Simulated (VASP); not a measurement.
The system is Ge.

```xyz
4
Lattice="4.0582 0.0000 0.0000 -2.0291 3.5145 0.0000 0.0000 0.0000 6.6925" Properties=species:S:1:pos:R:3 pbc="T T T"
Ge    2.0291    1.1715    0.4202
Ge    0.0000    2.3430    3.7665
Ge    2.0291    1.1715    2.9260
Ge    0.0000    2.3430    6.2723
```

This isn't the form of Ge at room conditions, which is diamond.

- Program: VASP 6.6.1
- Task: relaxation of cell and atoms
- Functional: LDA
- Potentials or basis: VASP PAW LDA potentials, release 64 (Ge_d)
- Cutoff: 600 eV
- k mesh: 12 × 12 × 6
- Occupations: gaussian, width 0.1 eV
- Spin: no spin polarisation

At the start: pressure -4.3 GPa; volume 23.86 Å³/atom.

Problem. How do energy, volume and symmetry change on relaxing?

Solution. Over 10 steps the energy falls by 24.0 meV/atom and the volume is 22.21 Å³/atom (-6.9 %); space group P6_3/mmc (No. 194, to 0.1 Å) before and after.

Step by step:
```tsv
step	energy change (eV)	largest force (eV/Å)	pressure (GPa)	volume (Å³)
1	0.0000	0.0158	-4.28	95.45
2	-0.0861	0.0347	1.73	86.91
3	-0.0959	0.0215	0.13	88.83
4	-0.0959	0.0208	-0.14	89.00
5	-0.0959	0.0027	-0.04	88.99
6	-0.0959	0.0010	-0.10	88.99
7	-0.0960	0.0048	-0.03	88.89
8	-0.0960	0.0053	0.00	88.88
9	-0.0960	0.0055	-0.05	88.88
10	-0.0960	0.0003	-0.01	88.84
```

Final structure:
```xyz
4
Lattice="3.9617 0.0000 0.0000 -1.9808 3.4309 0.0000 0.0000 0.0000 6.5360" Properties=species:S:1:pos:R:3 pbc="T T T"
Ge    1.9808    1.1436    0.4109
Ge    0.0000    2.2873    3.6789
Ge    1.9808    1.1436    2.8571
Ge    0.0000    2.2873    6.1251
```
